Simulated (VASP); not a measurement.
A run of VASP 6.6.1 is set up as follows.

INCAR

```
  PREC = Accurate
  ENCUT = 600
  EDIFF = 1E-7
  ISMEAR = 0
  SIGMA = 0.1
  LREAL = False
  LASPH = True
  NELM = 100
  ALGO = Fast
  ISIF = 3
  LWAVE = False
  LCHARG = False
  GGA = PE
  IBRION = 2
  NSW = 100
  EDIFFG = -0.01
```

KPOINTS

```
Automatic mesh
0
Gamma
  12 12 6
```

POSCAR

```
Te3O2
1.0
    4.0175056322      0.0000000000      0.0000000000
   -2.0087528161      3.4792619373      0.0000000000
    0.0000000000      0.0000000000      7.7703617999
Te O
3 2
Direct
    0.0000000000      0.0000000000      0.0000000000
    0.3333333333      0.6666666667      0.6378086771
    0.6666666667      0.3333333333      0.3621913229
    0.3333333333      0.6666666667      0.9112633869
    0.6666666667      0.3333333333      0.0887366131
```

Potentials or basis: VASP PAW PBE potentials, release 64 (Te, O).

Run with:

```sh
$ cat potpaw_PBE.64/Te/POTCAR potpaw_PBE.64/O/POTCAR > POTCAR
$ mpirun -np 1 vasp_std > vasp.out
```

(1) Estimate the band gap on the k mesh.

(2) What does it give for the space group after relaxing (to 0.1 Å)?

(3) Estimate the relaxed volume.

Answers

(1) zero (bands 15 and 16 overlap by 1.11 eV).

(2) P-3m1 (No. 164).

(3) 21.62 Å³/atom.

Caveat: spin-orbit coupling is left out, which moves the levels of the heavy elements.
